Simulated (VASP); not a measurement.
Crystal: Si.

```
CELL_PARAMETERS angstrom
0.00000 2.72185 2.72185
2.72185 0.00000 2.72185
2.72185 2.72185 0.00000
ATOMIC_POSITIONS crystal
Si 0.50000 0.50000 0.50000
Si 0.75000 0.75000 0.75000
```

Base run:

* Program: VASP 6.6.1
* Functional: PBE0
* Potentials or basis: VASP PAW PBE potentials, release 64 (Si)
* Cutoff: 520 eV
* k mesh: 6 × 6 × 6
* Occupations: fermi-dirac, width 0.05 eV
* Spin: no spin polarisation

Its results: band gap on the k mesh 1.98 eV (least direct gap 4.01 eV); pressure -0.7 GPa.

The run is repeated on the same cell with these changes: functional from PBE0 to HSE06; further incar settings from ALGO = Normal; EDIFF = 1e-07; NBANDS = 11 to ALGO = Normal; EDIFF = 1e-06; NBANDS = 11. What comes out?

Band gap on the k mesh 1.31 eV (least direct gap 3.32 eV); pressure -0.5 GPa.

Caveats: the PAW data sets were made with another functional, which shifts forces and pressure a little.

A k mesh can miss the band edges.
